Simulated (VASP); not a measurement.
Wanted: the native input for a VASP 6.6.1 run.

```yaml
Task: single point
Functional: PBE
Potentials_or_basis: VASP PAW PBE potentials, release 64 (Ti_sv, O)
Cutoff: 520 eV
k_mesh: 8 × 8 × 11
Occupations: fermi-dirac, width 0.08 eV
Spin: no spin polarisation
Dipole_correction: no
Further_INCAR_settings: ALGO = Normal; EDIFF = 1e-07; NBANDS = 33
```

The structure of TiO2 (rutile type) lies in POSCAR:

```
TiO2
1.0
    4.2555027899      0.0000000000      0.0000000000
    0.0000000000      4.2555027899      0.0000000000
    0.0000000000      0.0000000000      2.8228889190
Ti O
2 4
Direct
    0.0000000000      0.0000000000      0.0000000000
    0.5000000000      0.5000000000      0.5000000000
    0.3010560176      0.3010560176      0.0000000000
    0.6989439824      0.6989439824      0.0000000000
    0.8010560176      0.1989439824      0.5000000000
    0.1989439824      0.8010560176      0.5000000000
```

This cell differs from its parent crystal: volume scaled by 0.8.

The input as run:

INCAR

```
SYSTEM = TiO2
  PREC = Accurate
  ENCUT = 520
  EDIFF = 1E-7
  ISMEAR = -1
  SIGMA = 0.08
  LREAL = .FALSE.
  LASPH = .TRUE.
  NELM = 60
  ALGO = Normal
  ISIF = 2
  LWAVE = .FALSE.
  LCHARG = .TRUE.
  GGA = PE
  LELF = .TRUE.
  LVHAR = .TRUE.
  NBANDS = 33
```

KPOINTS

```
regular mesh
0
G
  8 8 11
  0 0 0
```

Potentials or basis: VASP PAW PBE potentials, release 64 (Ti_sv, O).

Launch:

```sh
$ cat potpaw_PBE.64/Ti_sv/POTCAR potpaw_PBE.64/O/POTCAR > POTCAR
$ mpirun -np 1 vasp_std > vasp.out
```

It gave:

| Item | Value |
| --- | --- |
| Pressure | 78.0 GPa |
| Largest force | 0.018 eV/Å |
| Band gap on the k mesh | 2.19 eV, direct |

It took 2.6 min on 1 thread of AMD EPYC 7R43 64-Core Processor (Zen 3) (shared host), peak memory 0.21 GiB.
